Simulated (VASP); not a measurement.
# Au (P6_3/mmc) in VASP: notebook, part 2 of 2

VASP 6.6.1. The steps go on from the part before.

## Step 4: Electric field gradients, PBEsol (volume scaled by 0.94)

Contents of INCAR:

```
PREC = Accurate
ENCUT = 520
EDIFF = 1E-8
ISMEAR = -1
SIGMA = 0.03
LREAL = False
LASPH = True
NELM = 100
ALGO = Normal
ISIF = 2
LWAVE = False
LCHARG = False
GGA = PS
LEFG = True
NBANDS = 18
```

Contents of KPOINTS:

```
regular mesh
0
Gamma
  14 14 8
```

Contents of POSCAR:

```
Au
1.0
    2.8407981581      0.0000000000      0.0000000000
   -1.4203990791      2.4602033720      0.0000000000
    0.0000000000      0.0000000000      4.7803802105
Au
2
Direct
    0.3333333333      0.6666666667      0.7500000000
    0.6666666667      0.3333333333      0.2500000000
```

Potentials or basis: VASP PAW PBE potentials, release 64 (Au).

The run is started by

```console
> cat potpaw_PBE.64/Au/POTCAR > POTCAR
> mpirun -np 1 vasp_std > vasp.out
```

OUTCAR:

```text
PREC = Accurate
   ENCUT = 520
   EDIFF = 1E-8
   ISMEAR = -1
   LREAL = False
   LASPH = True
   NELM = 100
   ISIF = 2
   GGA = PS

 ion  position               nearest neighbor table
   1  0.333  0.667  0.750-   2 2.90   2 2.90   2 2.90   2 2.90   2 2.90   2 2.90
   2  0.667  0.333  0.250-   1 2.90   1 2.90   1 2.90   1 2.90   1 2.90   1 2.90

  LATTYP: Found a hexagonal cell.
 ALAT       =     2.8407981581
 C/A-ratio  =     1.6827595431

  Lattice vectors:

 A1 = (   2.8407981581,   0.0000000000,   0.0000000000)
 A2 = (  -1.4203990791,   2.4602033720,   0.0000000000)
 A3 = (   0.0000000000,   0.0000000000,   4.7803802105)

Analysis of symmetry for initial positions (statically):
=====================================================================
 Subroutine PRICEL returns:
 Original cell was already a primitive cell.

 Routine SETGRP: Setting up the symmetry group for a
[... 695 lines left out ...]
  energy-cutoff  :      520.00
  volume of cell :       33.41
      direct lattice vectors                 reciprocal lattice vectors
     2.840798158  0.000000000  0.000000000     0.352013746  0.203235231  0.000000000
    -1.420399079  2.460203372  0.000000000     0.000000000  0.406470461  0.000000000
     0.000000000  0.000000000  4.780380210     0.000000000  0.000000000  0.209188382

 POSITION                                       TOTAL-FORCE (eV/Angst)
 -----------------------------------------------------------------------------------
     -0.00000      1.64014      3.58529         0.000000     -0.000000      0.000000
      1.42040      0.82007      1.19510        -0.000000      0.000000      0.000000
 -----------------------------------------------------------------------------------
    total drift:                                0.000000     -0.000000      0.000000

  FREE ENERGIE OF THE ION-ELECTRON SYSTEM (eV)
  ---------------------------------------------------
  free  energy   TOTEN  =        -7.8171398813 eV

  energy  without entropy=       -7.8134208250  energy(sigma->0) =       -7.81528035

 Electric field gradients (V/A^2)
---------------------------------------------------------------------
 ion       V_xx      V_yy      V_zz      V_xy      V_xz      V_yz
---------------------------------------------------------------------
   1     -15.498   -15.499    30.997    -0.000     0.000    -0.000
   2     -15.498   -15.499    30.997    -0.000    -0.000     0.000
---------------------------------------------------------------------

 Electric field gradients after diagonalization (V/A^2)
 (convention: |V_zz| > |V_xx| > |V_yy|)
----------------------------------------------------------------------
 ion       V_xx      V_yy      V_zz     asymmetry (V_yy - V_xx)/ V_zz
----------------------------------------------------------------------
   1     -15.499   -15.498    30.997       0.000
   2     -15.499   -15.498    30.997       0.000
----------------------------------------------------------------------

           NMR quadrupolar parameters

 Cq : quadrupolar parameter    Cq=e*Q*V_zz/h
 eta: asymmetry parameters     (V_yy - V_xx)/ V_zz
 Q  : nuclear electric quadrupole moment in mb (millibarn)
----------------------------------------------------------------------
 ion       Cq(MHz)       eta       Q (mb)
----------------------------------------------------------------------
   1       0.075       0.000       1.000
   2       0.075       0.000       1.000
----------------------------------------------------------------------
```

OSZICAR:

```text
N       E                     dE             d eps       ncg     rms          rms(c)
DAV:   1     0.121635847958E+03    0.12164E+03   -0.11835E+04  4336   0.120E+03
DAV:   2    -0.641593961224E+01   -0.12805E+03   -0.12218E+03  4564   0.262E+02
DAV:   3    -0.849847436603E+01   -0.20825E+01   -0.20704E+01  5160   0.338E+01
DAV:   4    -0.850724846744E+01   -0.87741E-02   -0.87731E-02  4778   0.229E+00
DAV:   5    -0.850732451135E+01   -0.76044E-04   -0.76043E-04  4794   0.227E-01    0.144E+01
DAV:   6    -0.787163152257E+01    0.63569E+00   -0.11428E+00  4442   0.989E+00    0.885E+00
DAV:   7    -0.782357525098E+01    0.48056E-01   -0.13475E-01  4778   0.336E+00    0.352E+00
DAV:   8    -0.781718841891E+01    0.63868E-02   -0.14145E-02  4494   0.103E+00    0.490E-01
DAV:   9    -0.781713145569E+01    0.56963E-04   -0.91470E-05  4776   0.865E-02    0.239E-02
DAV:  10    -0.781713958722E+01   -0.81315E-05   -0.26905E-06  4850   0.145E-02    0.361E-03
DAV:  11    -0.781713989509E+01   -0.30787E-06   -0.26129E-07  4876   0.405E-03    0.122E-03
DAV:  12    -0.781713991007E+01   -0.14980E-07   -0.27733E-09  2796   0.455E-04    0.287E-04
DAV:  13    -0.781713988212E+01    0.27951E-07   -0.26957E-10  2304   0.135E-04    0.333E-05
DAV:  14    -0.781713988126E+01    0.86379E-09   -0.36976E-11  2268   0.434E-05
   1 F= -.78171399E+01 E0= -.78152804E+01  d E =-.371906E-02
```

stdout:

```text
POSCAR found type information on POSCAR Au
 POSCAR found :  1 types and       2 ions
 scaLAPACK will be used
 -----------------------------------------------------------------------------
|                                                                             |
|                                                                             |
|     You enforced a specific xc type in the INCAR file but a different       |
|     I HOPE YOU KNOW WHAT YOU ARE DOING!                                     |
|                                                                             |
 -----------------------------------------------------------------------------

 LDA part: xc-table for (Slater+PW92), standard interpolation
 POSCAR, INCAR and KPOINTS ok, starting setup
 FFT: planning ... GRIDC
 FFT: planning ... GRID_SOFT
 FFT: planning ... GRID
 WAVECAR not read
 entering main loop
ion   1

ion   2
```

Wall time 40 s (1 thread of AMD EPYC 9R45 (Zen 5), shared host); peak memory 0.16 GiB.

Results:

* Free energy: -7.8171 eV
* Pressure: 3.2 GPa
* Band gap on the k mesh: zero (band 11 reaches 13.58 eV, above the bottom of band 12 at 6.93 eV)

Stress tensor (GPa, compression positive):
```
3.62 0.00 0.00
0.00 3.62 0.00
0.00 0.00 2.44
```

Electric field gradients, principal values (V/Å²):
```tsv
atom	least	middle	greatest (by size)
1 Au	-15.498	-15.499	30.997
2 Au	-15.498	-15.499	30.997
```

Caveat: without QUAD_EFG the Cq values of the log hold for a quadrupole moment of 1 mb, not for the nuclei; the PAW data sets were made with another functional, which shifts forces and pressure a little; spin-orbit coupling is left out, which moves the levels of the heavy elements.

## Step 5: Electric field gradients, PBEsol (volume scaled by 0.94)

Contents of INCAR:

```
SYSTEM = Au
  PREC = Accurate
  ENCUT = 520
  EDIFF = 1E-8
  ISMEAR = -1
  SIGMA = 0.03
  LREAL = .False.
  LASPH = .True.
  NELM = 60
  ALGO = Normal
  ISIF = 2
  LWAVE = .False.
  LCHARG = .False.
  GGA = PS
  LEFG = .True.
  NBANDS = 18
```

Contents of KPOINTS:

```
Automatic mesh
0
Gamma
  14 14 8
  0 0 0
```

POSCAR is that of step 4.

Potentials or basis: VASP PAW PBE potentials, release 64 (Au).

The run is started by

```console
> cat potpaw_PBE.64/Au/POTCAR > POTCAR
> mpirun -np 1 vasp_std > vasp.out
```

OUTCAR:

```text
SYSTEM = Au
   PREC = Accurate
   ENCUT = 520
   EDIFF = 1E-8
   ISMEAR = -1
   LREAL = .False.
   LASPH = .True.
   NELM = 60
   ISIF = 2
   GGA = PS

 ion  position               nearest neighbor table
   1  0.333  0.667  0.750-   2 2.90   2 2.90   2 2.90   2 2.90   2 2.90   2 2.90
   2  0.667  0.333  0.250-   1 2.90   1 2.90   1 2.90   1 2.90   1 2.90   1 2.90

  LATTYP: Found a hexagonal cell.
 ALAT       =     2.8407981581
 C/A-ratio  =     1.6827595431

  Lattice vectors:

 A1 = (   2.8407981581,   0.0000000000,   0.0000000000)
 A2 = (  -1.4203990791,   2.4602033720,   0.0000000000)
[... 719 lines left out ...]
  free  energy   TOTEN  =        -7.8171398813 eV

  energy  without entropy=       -7.8134208250  energy(sigma->0) =       -7.81528035

 Electric field gradients (V/A^2)
---------------------------------------------------------------------
 ion       V_xx      V_yy      V_zz      V_xy      V_xz      V_yz
---------------------------------------------------------------------
   1     -15.498   -15.499    30.997    -0.000     0.000    -0.000
   2     -15.498   -15.499    30.997    -0.000    -0.000     0.000
---------------------------------------------------------------------

 Electric field gradients after diagonalization (V/A^2)
 (convention: |V_zz| > |V_xx| > |V_yy|)
----------------------------------------------------------------------
 ion       V_xx      V_yy      V_zz     asymmetry (V_yy - V_xx)/ V_zz
----------------------------------------------------------------------
   1     -15.499   -15.498    30.997       0.000
   2     -15.499   -15.498    30.997       0.000
----------------------------------------------------------------------

           NMR quadrupolar parameters

 Cq : quadrupolar parameter    Cq=e*Q*V_zz/h
 eta: asymmetry parameters     (V_yy - V_xx)/ V_zz
 Q  : nuclear electric quadrupole moment in mb (millibarn)
----------------------------------------------------------------------
 ion       Cq(MHz)       eta       Q (mb)
----------------------------------------------------------------------
   1       0.075       0.000       1.000
   2       0.075       0.000       1.000
----------------------------------------------------------------------
```

OSZICAR:

```text
N       E                     dE             d eps       ncg     rms          rms(c)
DAV:   1     0.121635847958E+03    0.12164E+03   -0.11835E+04  4336   0.120E+03
DAV:   2    -0.641593961224E+01   -0.12805E+03   -0.12218E+03  4564   0.262E+02
DAV:   3    -0.849847436603E+01   -0.20825E+01   -0.20704E+01  5160   0.338E+01
DAV:   4    -0.850724846744E+01   -0.87741E-02   -0.87731E-02  4778   0.229E+00
DAV:   5    -0.850732451135E+01   -0.76044E-04   -0.76043E-04  4794   0.227E-01    0.144E+01
DAV:   6    -0.787163152257E+01    0.63569E+00   -0.11428E+00  4442   0.989E+00    0.885E+00
DAV:   7    -0.782357525098E+01    0.48056E-01   -0.13475E-01  4778   0.336E+00    0.352E+00
DAV:   8    -0.781718841891E+01    0.63868E-02   -0.14145E-02  4494   0.103E+00    0.490E-01
DAV:   9    -0.781713145569E+01    0.56963E-04   -0.91470E-05  4776   0.865E-02    0.239E-02
DAV:  10    -0.781713958722E+01   -0.81315E-05   -0.26905E-06  4850   0.145E-02    0.361E-03
DAV:  11    -0.781713989509E+01   -0.30787E-06   -0.26129E-07  4876   0.405E-03    0.122E-03
DAV:  12    -0.781713991007E+01   -0.14980E-07   -0.27733E-09  2796   0.455E-04    0.287E-04
DAV:  13    -0.781713988212E+01    0.27951E-07   -0.26957E-10  2304   0.135E-04    0.333E-05
DAV:  14    -0.781713988126E+01    0.86379E-09   -0.36976E-11  2268   0.434E-05
   1 F= -.78171399E+01 E0= -.78152804E+01  d E =-.371906E-02
```

stdout:

```text
POSCAR found type information on POSCAR Au
 POSCAR found :  1 types and       2 ions
 scaLAPACK will be used
 -----------------------------------------------------------------------------
|                                                                             |
|                                                                             |
|     You enforced a specific xc type in the INCAR file but a different       |
|     I HOPE YOU KNOW WHAT YOU ARE DOING!                                     |
|                                                                             |
 -----------------------------------------------------------------------------

 LDA part: xc-table for (Slater+PW92), standard interpolation
 POSCAR, INCAR and KPOINTS ok, starting setup
 FFT: planning ... GRIDC
 FFT: planning ... GRID_SOFT
 FFT: planning ... GRID
 WAVECAR not read
 entering main loop
ion   1

ion   2
```

Run time: 38 s. Hardware: 1 thread of AMD EPYC 9R45 (Zen 5), shared host; peak memory 0.16 GiB.

What came out:

* Free energy: -7.8171 eV
* Pressure: 3.2 GPa
* Band gap on the k mesh: zero (band 11 reaches 13.58 eV, above the bottom of band 12 at 6.93 eV)

Levels at points of the mesh, in eV from the Fermi level:
```csv
k point,band 8,band 9,band 10,band 11,band 12,band 13,band 14,band 15
"(0.00, 0.00, 0.00)",-3.60,-3.60,-2.19,-2.19,-1.32,2.75,14.56,15.67
"(0.50, 0.00, 0.00)",-1.94,-1.85,-1.66,0.37,1.64,5.77,7.32,7.49
"(0.00, 0.00, 0.50)",-4.71,-2.66,-2.66,-2.66,-2.66,10.70,10.70,14.88
"(0.50, 0.00, 0.50)",-2.46,-1.73,-1.73,0.38,0.38,4.09,4.09,13.26
```

Electric field gradients, principal values (V/Å²):
| atom | least | middle | greatest (by size) |
| --- | --- | --- | --- |
| 1 Au | -15.498 | -15.499 | 30.997 |
| 2 Au | -15.498 | -15.499 | 30.997 |

Caveat: without QUAD_EFG the Cq values of the log hold for a quadrupole moment of 1 mb, not for the nuclei; the PAW data sets were made with another functional, which shifts forces and pressure a little; spin-orbit coupling is left out, which moves the levels of the heavy elements.

## Step 6: The runs side by side

| cell | gap on the mesh (eV) | pressure (GPa) |
| --- | --- | --- |
| a = 2.929, b = 2.929, c = 4.928 Å, angles 90.0, 90.0, 120.0°, 2 atoms | none | -10.1 |
| a = 2.957, b = 2.957, c = 4.976 Å, angles 90.0, 90.0, 120.0°, 2 atoms | none | -13.0 |
| a = 2.841, b = 2.841, c = 4.780 Å, angles 90.0, 90.0, 120.0°, 2 atoms | none | 3.2 |

Alike in all rows: task electric field gradients; level PBEsol; potentials or basis VASP PAW PBE potentials, release 64 (Au); no spin polarisation; k mesh 14 × 14 × 8; cutoff (eV) 520; smearing fermi-dirac 0.03 eV.

Caveats: the PAW data sets were made with another functional, which shifts forces and pressure a little; spin-orbit coupling is left out, which moves the levels of the heavy elements.

Absolute energies hang on the potentials; compare differences alone.
